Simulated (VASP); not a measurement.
A run of VASP 6.6.1:

File POSCAR:

```
HfO2
1.0
    3.5580193300      0.0000000000      0.0000000000
    0.0000000000      3.5580193300      0.0000000000
    0.0000000000      0.0000000000      5.1718612100
Hf O
2 4
Direct
    0.0000000000      0.0000000000      0.0000000000
    0.5000000000      0.5000000000      0.5000000000
    0.0000000000      0.5000000000      0.1972078800
    0.5000000000      0.0000000000      0.3027921200
    0.5000000000      0.0000000000      0.8027921200
    0.0000000000      0.5000000000      0.6972078800
```

File INCAR.step1:

```
SYSTEM = HfO2
ALGO = Normal ; EDIFF = 1E-4
ENCUT = 520 ; GGA = PE
ISMEAR = -1 ; LASPH = .True.
LCHARG = .False. ; LREAL = .False.
LWAVE = .True. ; NBANDS = 31
NELM = 100 ; PREC = Accurate
SIGMA = 0.05
```

INCAR.step2

```
SYSTEM = HfO2
ALGO = Normal ; EDIFF = 1E-6
ENCUT = 520 ; ISIF = 2
ISMEAR = -1 ; ISTART = 1
LASPH = .True. ; LCHARG = .True.
LELF = .True. ; LMIXTAU = .True.
LREAL = .False. ; LVHAR = .True.
LWAVE = .False. ; METAGGA = R2SCAN
NBANDS = 31 ; NELM = 100
PREC = Accurate ; SIGMA = 0.05
```

File KPOINTS:

```
k-points
0
Gamma
  8 8 5
  0 0 0
```

Potentials or basis: VASP PAW PBE potentials, release 64 (Hf_pv, O).

The run is started by

```bash
$ cat potpaw_PBE.64/Hf_pv/POTCAR potpaw_PBE.64/O/POTCAR > POTCAR
$ cp INCAR.step1 INCAR
$ mpirun -np 1 vasp_std > vasp.out
$ cp INCAR.step2 INCAR
$ mpirun -np 1 vasp_std > vasp.out
```

Hardware: 1 thread of AMD EPYC 9R45 96-Core Processor (Zen 5), with other jobs on the host.

Problem. Estimate the wall time of this run.

Solution. It took 3.2 min on 1 thread of AMD EPYC 9R45 96-Core Processor (Zen 5), on a shared host, peak memory 0.19 GiB. Counts: k points 45.
